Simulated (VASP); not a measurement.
A run of VASP 6.6.1 is set up as follows.

File POSCAR:

```
Sb
1.0
    2.1506003320      1.2416496806      3.7440000000
   -2.1506003320      1.2416496806      3.7440000000
    0.0000000000     -2.4832993611      3.7440000000
Sb
2
Direct
    0.2336400000      0.2336400000      0.2336400000
    0.7663600000      0.7663600000      0.7663600000
```

Contents of INCAR.step1:

```
SYSTEM = Sb
ALGO = Normal
EDIFF = 1E-4
ENCUT = 520
GGA = PE
ISMEAR = -1
LASPH = .True.
LCHARG = .False.
LREAL = .False.
LWAVE = .True.
NBANDS = 12
NELM = 80
PREC = Accurate
SIGMA = 0.05
```

Contents of INCAR.step2:

```
SYSTEM = Sb
ALGO = Normal
EDIFF = 1E-8
ENCUT = 520
ISIF = 2
ISMEAR = -1
ISTART = 1
LASPH = .True.
LCHARG = .False.
LEFG = .True.
LMIXTAU = .True.
LREAL = .False.
LWAVE = .False.
METAGGA = R2SCAN
NBANDS = 12
NELM = 80
PREC = Accurate
SIGMA = 0.05
```

Contents of KPOINTS:

```
k-points
0
Gamma
  9 9 9
  0 0 0
```

Potentials or basis: VASP PAW PBE potentials, release 64 (Sb).

Run with:

```bash
$ cat potpaw_PBE.64/Sb/POTCAR > POTCAR
$ cp INCAR.step1 INCAR
$ mpirun -np 1 vasp_std > vasp.out
$ cp INCAR.step2 INCAR
$ mpirun -np 1 vasp_std > vasp.out
```

Predict the largest force.

0.088 eV/Å.

Predict the band gap on the k mesh.

0.05 eV, indirect (least direct gap 0.49 eV).

Predict the pressure.

2.2 GPa.

Stress tensor (GPa, compression positive):
```
2.30 0.00 0.00
0.00 2.30 0.00
0.00 0.00 2.09
```

Caveat: without QUAD_EFG the Cq values of the log hold for a quadrupole moment of 1 mb, not for the nuclei; the PAW data sets were made with another functional, which shifts forces and pressure a little; spin-orbit coupling is left out, which moves the levels of the heavy elements. A k mesh can miss the band edges.
